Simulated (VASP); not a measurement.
# Al (Im-3m) in VASP: single point with PBEsol

Aim: the single point of Al with PBEsol.

All numbers are computed with VASP 6.6.1; they aren't measurements. Logs are shortened: lines on timing, memory, paths and dates and some standing lists are left out, and cuts for length are marked.

**1. The cell of the first run**

The structure is cubic, space group Im-3m (No. 229). The conventional cell has a = 3.470 Å, b = 3.470 Å, c = 3.470 Å, α = 90.00°, β = 90.00°, γ = 90.00°. Within 4.0 Å of Al (site symmetry m-3m) lie 14 Al at 3.01 to 3.47 Å.

**2. Single point, PBEsol (strain +0.080 along x and y, +0.080 along z)**

INCAR

```
SYSTEM = Al
PREC     = Accurate       ! precision mode
ENCUT    = 520            ! plane-wave cutoff, eV
EDIFF    = 1E-6           ! SCF threshold, eV
ISMEAR   = 0              ! smearing method
SIGMA    = 0.15           ! smearing width, eV
LREAL    = .False.        ! projectors in reciprocal space
LASPH    = .True.         ! aspherical terms in the spheres
NELM     = 80             ! most SCF steps
ALGO     = Normal         ! electronic algorithm
ISIF     = 2              ! what is computed and relaxed
LWAVE    = .False.        ! write WAVECAR
LCHARG   = .True.         ! write CHGCAR
GGA      = PS             ! functional
LELF     = .True.         ! ELF
LVHAR    = .True.       
NBANDS   = 8              ! bands
```

KPOINTS

```
Automatic mesh
0
Gamma
  26 26 26
  0 0 0
```

POSCAR

```
Al
1.0
   -1.7349541242      1.7349541242      1.7349541242
    1.7349541242     -1.7349541242      1.7349541242
    1.7349541242      1.7349541242     -1.7349541242
Al
1
Direct
    0.0000000000      0.0000000000      0.0000000000
```

Potentials or basis: VASP PAW PBE potentials, release 64 (Al).

Launch:

```bash
$ cat potpaw_PBE.64/Al/POTCAR > POTCAR
$ mpirun -np 1 vasp_std > vasp.out
```

OUTCAR:

```text
SYSTEM = Al
   PREC = Accurate
   ENCUT = 520
   EDIFF = 1E-6
   ISMEAR = 0
   LREAL = .False.
   LASPH = .True.
   NELM = 80
   ISIF = 2
   GGA = PS

 ion  position               nearest neighbor table
   1  0.000  0.000  0.000-

  LATTYP: Found a body centered cubic cell.
 ALAT       =     3.4699082484

  Lattice vectors:

 A1 = (  -1.7349541242,   1.7349541242,   1.7349541242)
 A2 = (   1.7349541242,  -1.7349541242,   1.7349541242)
 A3 = (   1.7349541242,   1.7349541242,  -1.7349541242)

Analysis of symmetry for initial positions (statically):
=====================================================================
 Subroutine PRICEL returns:
 Original cell was already a primitive cell.

 Routine SETGRP: Setting up the symmetry group for a
 body centered cubic supercell.

 Subroutine GETGRP returns: Found 48 space group operations
 (whereof 48 operations were pure point group operations)
 out of a pool of 48 trial point group operations.

The static configuration has the point symmetry O_h .

Analysis of symmetry for dynamics (positions and initial velocities):
=====================================================================
 Subroutine PRICEL returns:
 Original cell was already a primitive cell.

 Routine SETGRP: Setting up the symmetry group for a
 body centered cubic supercell.

 Subroutine GETGRP returns: Found 48 space group operations
 (whereof 48 operations were pure point group operations)
 out of a pool of 48 trial point group operations.

The dynamic configuration has the point symmetry O_h .

 Subroutine INISYM returns: Found 48 space group operations
 (whereof 48 operations are pure point group operations),
 and found     1 'primitive' translations

----------------------------------------------------------------------------------------

                                     Primitive cell

  volume of cell :      20.8893

  direct lattice vectors                    reciprocal lattice vectors
    -1.734954124  1.734954124  1.734954124     0.000000000  0.288192058  0.288192058
     1.734954124 -1.734954124  1.734954124     0.288192058  0.000000000  0.288192058
     1.734954124  1.734954124 -1.734954124     0.288192058  0.288192058  0.000000000

  length of vectors
     3.005028692  3.005028692  3.005028692     0.407565117  0.407565117  0.407565117

  position of ions in fractional coordinates (direct lattice)
     0.000000000  0.000000000  0.000000000

  ion indices of the primitive-cell ions
   primitive index   ion index
                 1           1

----------------------------------------------------------------------------------------

 KPOINTS: Automatic mesh

Automatic generation of k-mesh.
 Grid dimensions read from file:
 generate k-points for:   26   26   26

 Generating k-lattice:

  Cartesian coordinates                     Fractional coordinates (reciprocal lattice)
     0.000000000  0.011084310  0.011084310     0.038461538  0.000000000  0.000000000
     0.011084310  0.000000000  0.011084310     0.000000000  0.038461538  0.000000000
     0.011084310  0.011084310  0.000000000     0.000000000  0.000000000  0.038461538

  Length of vectors
     0.015675581  0.015675581  0.015675581

  Shift w.r.t. Gamma in fractional coordinates (k-lattice)
     0.000000000  0.000000000  0.000000000

 Subroutine IBZKPT returns following result:
 ===========================================

 Found    511 irreducible k-points:

 Following reciprocal coordinates:
            Coordinates               Weight
  0.000000  0.000000  0.000000      1.000000
  0.038462  0.000000  0.000000     12.000000
  0.076923  0.000000  0.000000     12.000000
  0.115385  0.000000  0.000000     12.000000
  0.153846  0.000000  0.000000     12.000000
  0.192308  0.000000  0.000000     12.000000
[... 16 lines left out ...]
  0.346154  0.038462  0.000000     48.000000
  0.384615  0.038462  0.000000     48.000000
 [... further k-points ...]
   k-points           NKPTS =    511   k-points in BZ     NKDIM =    511   number of bands    NBANDS=      8
   number of dos      NEDOS =    301   number of ions     NIONS =      1
   total plane-waves  NPLWV =  13824
   dimension x,y,z NGX =    24 NGY =   24 NGZ =   24
   dimension x,y,z NGXF=    48 NGYF=   48 NGZF=   48
   ions per type =               1
   NGX,Y,Z   is equivalent  to a cutoff of  13.28, 13.28, 13.28 a.u.
   NGXF,Y,Z  is equivalent  to a cutoff of  26.55, 26.55, 26.55 a.u.
 SYSTEM =  Al
   PREC   = accura    normal or accurate (medium, high low for compatibility)
   ISTART =      0    job   : 0-new  1-cont  2-samecut
   ICHARG =      2    charge: 1-file 2-atom 10-const
   ISPIN  =      1    spin polarized calculation?
   LNONCOLLINEAR =      F non collinear calculations
   LSORBIT =      F    spin-orbit coupling
   LASPH  =      T    aspherical Exc in radial PAW
   ENCUT  =  520.0 eV  38.22 Ry    6.18 a.u.   5.59  5.59  5.59*2*pi/ulx,y,z
   NELM   =     80;   NELMIN=  2; NELMDL= -5     # of ELM steps
   EDIFF  = 0.1E-05   stopping-criterion for ELM
   LREAL  =      F    real-space projection
   EDIFFG = 0.1E-04   stopping-criterion for IOM
   NSW    =      0    number of steps for IOM
   IBRION =     -1    ionic relax: 0-MD 1-quasi-New 2-CG
   NFREE  =      0    steps in history (QN), initial steepest desc. (CG)
   ISIF   =      2    stress and relaxation
   ISYM   =      2    0-nonsym 1-usesym 2-fastsym
   POTIM  = 0.5000    time-step for ionic-motion
   TEBEG  =    0.0;   TEEND  =   0.0 temperature during run
   PSTRESS=    0.0 pullay stress
   NELECT =       3.0000    total number of electrons
   NUPDOWN=      -1.0000    fix difference up-down
   EMIN   =  10.00;   EMAX   =-10.00  energy-range for DOS
   EFERMI =   0.00;   METHOD = LEGACY
   ISMEAR =     0;   SIGMA  =   0.15  broadening in eV -4-tet -1-fermi 0-gaus
   EFERMI_NEDOS =   21; number of points for ismear=-14 and -15
   IALGO  =     38    algorithm
   IMIX   =      4    mixing-type and parameters
     AMIX     =   0.40;   BMIX     =  1.00
     AMIX_MAG =   1.60;   BMIX_MAG =  1.00
  volume/ion in A,a.u.               =      20.89       140.97
  Fermi-wavevector in a.u.,A,eV,Ry     =   0.857315  1.620091 10.000140  0.734990
  Thomas-Fermi vector in A             =   1.974350
   LORBIT       =      0    0 simple, 1 ext, 2 COOP (PROOUT), +10 PAW based schemes
   GGA     = PS    functional components
   LHFCALC =     F    Hartree Fock is set to
   AEXX    =    0.0000 exact exchange contribution
   IVDW    =     0    specifies the selected vdW correction
   LEPSILON=     F    determine dielectric tensor
   LRPA    =     F    only Hartree local field effects (RPA)
 non-spin polarized calculation
 Gauss-broadening in eV      SIGMA  =   0.15
  energy-cutoff  :      520.00
  volume of cell :       20.89
 maximum number of plane-waves:       586
   NGX = 11   NGY = 11   NGZ = 11

 number of electron       3.0000000 magnetization

 Free energy of the ion-electron system (eV)
  ---------------------------------------------------
  ext. energy  EPLUGINS =         0.00000000
  ---------------------------------------------------
  free energy    TOTEN  =        -3.82856121 eV

  energy without entropy =       -3.82301693  energy(sigma->0) =       -3.82578907

 E-fermi :   5.6616     XC(G=0):  -9.4294

 val. band max:        5.6558834369   @ k =   0.2308   0.2308   0.1923
 cond. band min:       5.6681534146   @ k =  -0.3846   0.4231   0.1923
 fundamental gap:      0.0122699777
 Fermi energy:         5.6615696366

 k-point     1 :       0.0000    0.0000    0.0000
  band No.  band energies     occupation
      1      -3.8951      2.00000
      2      17.2886      0.00000
      3      17.2886      0.00000
      4      17.2886      0.00000
      5      17.6091      0.00000
      6      17.6091      0.00000
      7      17.6091      0.00000
      8      20.2687      0.00000

 k-point     2 :       0.0385    0.0000    0.0000
  band No.  band energies     occupation
      1      -3.8588      2.00000
      2      16.5046      0.00000
      3      16.6613      0.00000
      4      17.2126      0.00000
      5      17.4575      0.00000
      6      18.1267      0.00000
      7      18.2980      0.00000
      8      19.8610      0.00000

 k-point     3 :       0.0769    0.0000    0.0000
  band No.  band energies     occupation
      1      -3.7498      2.00000
      2      15.3550      0.00000
      3      15.9596      0.00000
      4      16.9956      0.00000
      5      17.0718      0.00000
      6      18.4280      0.00000
      7      19.1846      0.00000
      8      19.4141      0.00000

 k-point     4 :       0.1154    0.0000    0.0000
  band No.  band energies     occupation
      1      -3.5683      2.00000
      2      14.0609      0.00000
      3      15.3150      0.00000
      4      16.5730      0.00000
      5      16.6714      0.00000
      6      18.1621      0.00000
      7      19.5347      0.00000
      8      20.0882      0.00000

 k-point     5 :       0.1538    0.0000    0.0000
  band No.  band energies     occupation
      1      -3.3145      2.00000
      2      12.7103      0.00000
      3      14.7313      0.00000
      4      16.0448      0.00000
      5      16.2878      0.00000
      6      17.6932      0.00000
      7      19.9084      0.00000
      8      20.1827      0.00000
[... 177 lines left out ...]
 k-point    22 :       0.3077    0.0385    0.0000
  band No.  band energies     occupation
      1      -1.2620      2.00000
      2       6.9135      0.00000
      3      12.5090      0.00000
      4      13.6652      0.00000
      5      15.2037      0.00000
      6      16.2980      0.00000
      7      21.1957      0.00000
      8      22.6880      0.00000

 k-point    23 :       0.3462    0.0385    0.0000
  band No.  band energies     occupation
      1      -0.6190      2.00000
      2       5.7531      0.38800
      3      12.2590      0.00000
      4      13.4076      0.00000
      5      14.9580      0.00000
      6      16.0611      0.00000
      7      21.7406      0.00000
      8      23.2630      0.00000

 k-point    24 :       0.3846    0.0385    0.0000
  band No.  band energies     occupation
      1       0.0926      2.00000
      2       4.6520      2.00000
      3      12.0713      0.00000
      4      13.2131      0.00000
      5      14.7714      0.00000
      6      15.8801      0.00000
      7      22.3348      0.00000
      8      23.8242      0.00000

 [... further k-points ...]

------------------------ aborting loop because EDIFF is reached ----------------------------------------

  FORCE on cell =-STRESS in cart. coord.  units (eV):
  Direction    XX          YY          ZZ          XY          YZ          ZX
  --------------------------------------------------------------------------------------
  -------------------------------------------------------------------------------------
  Total       -1.3155273     -1.3155273     -1.3155273     -0.0000000      0.0000000     -0.0000000
  in kB     -100.8989080   -100.8989080   -100.8989080     -0.0000000      0.0000000     -0.0000000
  external PRESSURE =    -100.8989080 kB  Pullay stress =       0.0000000 kB

 VOLUME and BASIS-vectors are now :
 -----------------------------------------------------------------------------
  energy-cutoff  :      520.00
  volume of cell :       20.89
      direct lattice vectors                 reciprocal lattice vectors
    -1.734954124  1.734954124  1.734954124     0.000000000  0.288192058  0.288192058
     1.734954124 -1.734954124  1.734954124     0.288192058  0.000000000  0.288192058
     1.734954124  1.734954124 -1.734954124     0.288192058  0.288192058  0.000000000

 POSITION                                       TOTAL-FORCE (eV/Angst)
 -----------------------------------------------------------------------------------
      0.00000      0.00000      0.00000         0.000000     -0.000000      0.000000
 -----------------------------------------------------------------------------------
    total drift:                                0.000000     -0.000000     -0.000000

  FREE ENERGIE OF THE ION-ELECTRON SYSTEM (eV)
  ---------------------------------------------------
  free  energy   TOTEN  =        -3.8285612121 eV

  energy  without entropy=       -3.8230169336  energy(sigma->0) =       -3.82578907
```

Run time: 20 s. Hardware: 1 thread of Intel Xeon Platinum 8559C (Emerald Rapids), shared host; peak memory 0.18 GiB.

Results:

```
Free energy : -3.8286 eV
Pressure    : -10.1 GPa
```

Caveat: the cell differs from its parent crystal (strain +0.080 along x and y, +0.080 along z); the PAW data sets were made with another functional, which shifts forces and pressure a little.
